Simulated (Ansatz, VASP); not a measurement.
## Two plane-wave programs on Te

```
CELL_PARAMETERS angstrom
-4.40403 4.40403 1.60180
4.40403 -4.40403 1.60180
4.40403 4.40403 -1.60180
ATOMIC_POSITIONS crystal
Te 0.37500 0.62500 0.75000
Te 0.87500 0.62500 0.25000
Te 0.37500 0.12500 0.75000
Te 0.37500 0.62500 0.25000
```

Alike in both runs: functional PBE; k mesh 16 × 16 × 16; occupations gaussian, width 0.1 eV; no spin polarisation.

Ansatz relaxed the structure, and its values are those at the end. VASP's run is a single point on that final structure, the one shown.

|  | VASP | Ansatz |
| --- | --- | --- |
| version | VASP 6.6.1 | Ansatz 0.2.0 |
| potentials or method | VASP PAW PBE potentials, release 64 (Te), cutoff 520 eV | scalar-relativistic, plane waves, PAW |
| valence electrons in the cell | 24 | 64 |

```csv
,VASP,Ansatz,Ansatz less VASP
gap on the k mesh at the Fermi level (eV),none,none,-
pressure (GPa),-0.1,0.0,+0.06
```

A gap of «none» marks a metal or a gap that the smearing closes. With one functional, cell and mesh, what is left measures potentials, basis and numerics. VASP's potentials hold 24 valence electrons a cell and Ansatz's 64, so a difference there can come from the potentials and not from the codes.

Neither program's run includes spin-orbit coupling.
